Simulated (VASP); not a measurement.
# GaN (P6_3mc) in VASP: single point with PBEsol

Aim: the single point of GaN with PBEsol.

Everything below comes from runs of VASP 6.6.1. Logs are shortened: lines on timing, memory, paths and dates and some standing lists are left out, and cuts for length are marked.

### Step 1. The cell of the first run

It takes space group P6_3mc (No. 186, hexagonal). The conventional cell has a = 3.183 Å, b = 3.183 Å, c = 5.185 Å, α = 90.00°, β = 90.00°, γ = 120.00°. Within 2.6 Å of Ga (site symmetry 3m) lie 4 N at 1.95 Å. Within 2.6 Å of N (site symmetry 3m) lie 4 Ga at 1.95 Å.

### Step 2. Single point, PBEsol

Input file INCAR:

```
SYSTEM = GaN
PREC     = Accurate       ! precision mode
ENCUT    = 520            ! plane-wave cutoff, eV
EDIFF    = 1E-6           ! SCF threshold, eV
ISMEAR   = 0              ! smearing method
SIGMA    = 0.02           ! smearing width, eV
LREAL    = .FALSE.        ! projectors in reciprocal space
LASPH    = .TRUE.         ! aspherical terms in the spheres
NELM     = 80             ! most SCF steps
ALGO     = Normal         ! electronic algorithm
ISIF     = 2              ! what is computed and relaxed
LWAVE    = .FALSE.        ! write WAVECAR
LCHARG   = .FALSE.        ! write CHGCAR
GGA      = PS             ! functional
NBANDS   = 26             ! bands
```

Input file KPOINTS:

```
regular mesh
0
G
  9 9 6
  0 0 0
```

Input file POSCAR:

```
GaN
1.0
    3.1828016802      0.0000000000      0.0000000000
   -1.5914008401      2.7563871102      0.0000000000
    0.0000000000      0.0000000000      5.1851997849
Ga N
2 2
Direct
    0.6666666667      0.3333333333      0.4991747699
    0.3333333333      0.6666666667      0.9991747699
    0.6666666667      0.3333333333      0.8758252301
    0.3333333333      0.6666666667      0.3758252301
```

Potentials or basis: VASP PAW PBE potentials, release 64 (Ga_d, N).

The run is started by

```bash
cat potpaw_PBE.64/Ga_d/POTCAR potpaw_PBE.64/N/POTCAR > POTCAR
mpirun -np 1 vasp_std > vasp.out
```

OUTCAR:

```text
SYSTEM = GaN
   PREC = Accurate
   ENCUT = 520
   EDIFF = 1E-6
   ISMEAR = 0
   LREAL = .FALSE.
   LASPH = .TRUE.
   NELM = 80
   ISIF = 2
   GGA = PS

 ion  position               nearest neighbor table
   1  0.667  0.333  0.499-   4 1.95   4 1.95   4 1.95   3 1.95
   2  0.333  0.667  0.999-   3 1.95   3 1.95   3 1.95   4 1.95
   3  0.667  0.333  0.876-   2 1.95   2 1.95   2 1.95   1 1.95
   4  0.333  0.667  0.376-   1 1.95   1 1.95   1 1.95   2 1.95

  LATTYP: Found a hexagonal cell.
 ALAT       =     3.1828016802
 C/A-ratio  =     1.6291306547

  Lattice vectors:

 A1 = (   3.1828016802,   0.0000000000,   0.0000000000)
 A2 = (  -1.5914008401,   2.7563871102,   0.0000000000)
 A3 = (   0.0000000000,   0.0000000000,   5.1851997849)

Analysis of symmetry for initial positions (statically):
=====================================================================
 Subroutine PRICEL returns:
 Original cell was already a primitive cell.

 Routine SETGRP: Setting up the symmetry group for a
 hexagonal supercell.

 Subroutine GETGRP returns: Found 12 space group operations
 (whereof  6 operations were pure point group operations)
 out of a pool of 24 trial point group operations.

The static configuration has the point symmetry C_3v.
 The point group associated with its full space group is C_6v.

Analysis of symmetry for dynamics (positions and initial velocities):
=====================================================================
 Subroutine PRICEL returns:
 Original cell was already a primitive cell.

 Routine SETGRP: Setting up the symmetry group for a
 hexagonal supercell.

 Subroutine GETGRP returns: Found 12 space group operations
 (whereof  6 operations were pure point group operations)
 out of a pool of 24 trial point group operations.

The dynamic configuration has the point symmetry C_3v.
 The point group associated with its full space group is C_6v.

 Subroutine INISYM returns: Found 12 space group operations
 (whereof  6 operations are pure point group operations),
 and found     1 'primitive' translations

----------------------------------------------------------------------------------------

                                     Primitive cell

  volume of cell :      45.4899

  direct lattice vectors                    reciprocal lattice vectors
[... 83 lines left out ...]
   ISTART =      0    job   : 0-new  1-cont  2-samecut
   ICHARG =      2    charge: 1-file 2-atom 10-const
   ISPIN  =      1    spin polarized calculation?
   LNONCOLLINEAR =      F non collinear calculations
   LSORBIT =      F    spin-orbit coupling
   LASPH  =      T    aspherical Exc in radial PAW
   ENCUT  =  520.0 eV  38.22 Ry    6.18 a.u.   5.92  5.92  9.64*2*pi/ulx,y,z
   NELM   =     80;   NELMIN=  2; NELMDL= -5     # of ELM steps
   EDIFF  = 0.1E-05   stopping-criterion for ELM
   LREAL  =      F    real-space projection
   EDIFFG = 0.1E-04   stopping-criterion for IOM
   NSW    =      0    number of steps for IOM
   IBRION =     -1    ionic relax: 0-MD 1-quasi-New 2-CG
   NFREE  =      0    steps in history (QN), initial steepest desc. (CG)
   ISIF   =      2    stress and relaxation
   ISYM   =      2    0-nonsym 1-usesym 2-fastsym
   POTIM  = 0.5000    time-step for ionic-motion
   TEBEG  =    0.0;   TEEND  =   0.0 temperature during run
   PSTRESS=    0.0 pullay stress
   NELECT =      36.0000    total number of electrons
   NUPDOWN=      -1.0000    fix difference up-down
   EMIN   =  10.00;   EMAX   =-10.00  energy-range for DOS
   EFERMI =   0.00;   METHOD = LEGACY
   ISMEAR =     0;   SIGMA  =   0.02  broadening in eV -4-tet -1-fermi 0-gaus
   EFERMI_NEDOS =   21; number of points for ismear=-14 and -15
   IALGO  =     38    algorithm
   IMIX   =      4    mixing-type and parameters
     AMIX     =   0.40;   BMIX     =  1.00
     AMIX_MAG =   1.60;   BMIX_MAG =  1.00
  volume/ion in A,a.u.               =      11.37        76.75
  Fermi-wavevector in a.u.,A,eV,Ry     =   1.514272  2.861559 31.198429  2.293020
  Thomas-Fermi vector in A             =   2.623952
   LORBIT       =      0    0 simple, 1 ext, 2 COOP (PROOUT), +10 PAW based schemes
   GGA     = PS    functional components
   LHFCALC =     F    Hartree Fock is set to
   AEXX    =    0.0000 exact exchange contribution
   IVDW    =     0    specifies the selected vdW correction
   LEPSILON=     F    determine dielectric tensor
   LRPA    =     F    only Hartree local field effects (RPA)
 non-spin polarized calculation
 Gauss-broadening in eV      SIGMA  =   0.02
  energy-cutoff  :      520.00
  volume of cell :       45.49
 maximum number of plane-waves:      1248
 NGX is ok and might be reduce to    24
   NGX = 11   NGY = 11   NGZ = 19

 number of electron      35.9999992 magnetization

 Free energy of the ion-electron system (eV)
  ---------------------------------------------------
  ext. energy  EPLUGINS =         0.00000000
  ---------------------------------------------------
  free energy    TOTEN  =       -26.26845438 eV

  energy without entropy =      -26.26845438  energy(sigma->0) =      -26.26845438

 E-fermi :   5.3903     XC(G=0): -11.9280

 val. band max:        5.2356440241   @ k =   0.0000   0.0000   0.0000
 cond. band min:       7.1288827821   @ k =   0.0000   0.0000   0.0000
 fundamental gap:      1.8932387580
 Fermi energy:         5.3902701586

 k-point     1 :       0.0000    0.0000    0.0000
  band No.  band energies     occupation
      1     -10.7809      2.00000
      2      -9.8125      2.00000
      3      -8.1704      2.00000
      4      -8.1547      2.00000
      5      -8.1547      2.00000
      6      -8.0919      2.00000
[... 685 lines left out ...]
     25      18.1361      0.00000
     26      18.3163      0.00000

 [... further k-points ...]
[... 5 lines left out ...]
  --------------------------------------------------------------------------------------
  -------------------------------------------------------------------------------------
  Total       -0.0500127     -0.0500127     -0.0327721      0.0000000     -0.0000000      0.0000000
  in kB       -1.7614700     -1.7614700     -1.1542498      0.0000000     -0.0000000      0.0000000
  external PRESSURE =      -1.5590632 kB  Pullay stress =       0.0000000 kB

 VOLUME and BASIS-vectors are now :
 -----------------------------------------------------------------------------
  energy-cutoff  :      520.00
  volume of cell :       45.49
      direct lattice vectors                 reciprocal lattice vectors
     3.182801680  0.000000000  0.000000000     0.314188599  0.181396872  0.000000000
    -1.591400840  2.756387110  0.000000000     0.000000000  0.362793744  0.000000000
     0.000000000  0.000000000  5.185199785     0.000000000  0.000000000  0.192856600

 POSITION                                       TOTAL-FORCE (eV/Angst)
 -----------------------------------------------------------------------------------
      1.59140      0.91880      2.58832         0.000000     -0.000000      0.000754
     -0.00000      1.83759      5.18092        -0.000000      0.000000      0.000754
      1.59140      0.91880      4.54133         0.000000     -0.000000     -0.000754
     -0.00000      1.83759      1.94873        -0.000000      0.000000     -0.000754
 -----------------------------------------------------------------------------------
    total drift:                               -0.000001     -0.000001     -0.000656

  FREE ENERGIE OF THE ION-ELECTRON SYSTEM (eV)
  ---------------------------------------------------
  free  energy   TOTEN  =       -26.2684543816 eV

  energy  without entropy=      -26.2684543816  energy(sigma->0) =      -26.26845438
```

OSZICAR:

```text
N       E                     dE             d eps       ncg     rms          rms(c)
DAV:   1     0.276502986862E+03    0.27650E+03   -0.17583E+04  2758   0.259E+03
DAV:   2     0.572368874424E+01   -0.27078E+03   -0.25627E+03  2696   0.484E+02
DAV:   3    -0.287379472331E+02   -0.34462E+02   -0.33948E+02  2982   0.142E+02
DAV:   4    -0.298864364539E+02   -0.11485E+01   -0.11435E+01  2930   0.276E+01
DAV:   5    -0.299121322862E+02   -0.25696E-01   -0.25668E-01  3082   0.393E+00    0.102E+01
DAV:   6    -0.262598087969E+02    0.36523E+01   -0.86877E+00  4118   0.487E+01    0.309E+00
DAV:   7    -0.263117167949E+02   -0.51908E-01   -0.12375E+00  2642   0.803E+00    0.262E+00
DAV:   8    -0.262890745684E+02    0.22642E-01   -0.18981E-01  4140   0.506E+00    0.113E+00
DAV:   9    -0.262679814308E+02    0.21093E-01   -0.58931E-02  3990   0.394E+00    0.355E-01
DAV:  10    -0.262685418337E+02   -0.56040E-03   -0.53913E-03  2636   0.510E-01    0.126E-01
DAV:  11    -0.262684640197E+02    0.77814E-04   -0.62459E-04  3674   0.483E-01    0.672E-02
DAV:  12    -0.262684776044E+02   -0.13585E-04   -0.83703E-05  2658   0.615E-02    0.860E-02
DAV:  13    -0.262684601748E+02    0.17430E-04   -0.15913E-05  2856   0.422E-02    0.544E-02
DAV:  14    -0.262684550989E+02    0.50759E-05   -0.95463E-06  3708   0.244E-02    0.263E-02
DAV:  15    -0.262684543816E+02    0.71730E-06   -0.75825E-07  1566   0.857E-03
   1 F= -.26268454E+02 E0= -.26268454E+02  d E =-.510069E-30
```

stdout:

```text
POSCAR found type information on POSCAR GaN
 POSCAR found :  2 types and       4 ions
 scaLAPACK will be used
 -----------------------------------------------------------------------------
|                                                                             |
|                                                                             |
|     You enforced a specific xc type in the INCAR file but a different       |
|     I HOPE YOU KNOW WHAT YOU ARE DOING!                                     |
|                                                                             |
 -----------------------------------------------------------------------------

 LDA part: xc-table for (Slater+PW92), standard interpolation
 POSCAR, INCAR and KPOINTS ok, starting setup
 FFT: planning ... GRIDC
 FFT: planning ... GRID_SOFT
 FFT: planning ... GRID
 WAVECAR not read
 entering main loop
```

Wall time 33 s (1 thread of Intel Xeon Platinum 8488C (Sapphire Rapids), shared host); peak memory 0.18 GiB.

What came out:

```
Free energy            : -26.2685 eV
Pressure               : -0.2 GPa
Band gap on the k mesh : 1.89 eV, direct
```

Levels at points of the mesh, in eV from the valence-band top:
| k point | band 16 | band 17 | band 18 | band 19 | band 20 | band 21 |
| --- | --- | --- | --- | --- | --- | --- |
| (0.00, 0.00, 0.00) | -0.04 | 0.00 | 0.00 | 1.89 | 4.21 | 9.12 |
| (0.00, 0.00, 0.50) | -0.54 | -0.54 | -0.54 | 4.22 | 4.22 | 8.38 |

Caveat: the PAW data sets were made with another functional, which shifts forces and pressure a little.
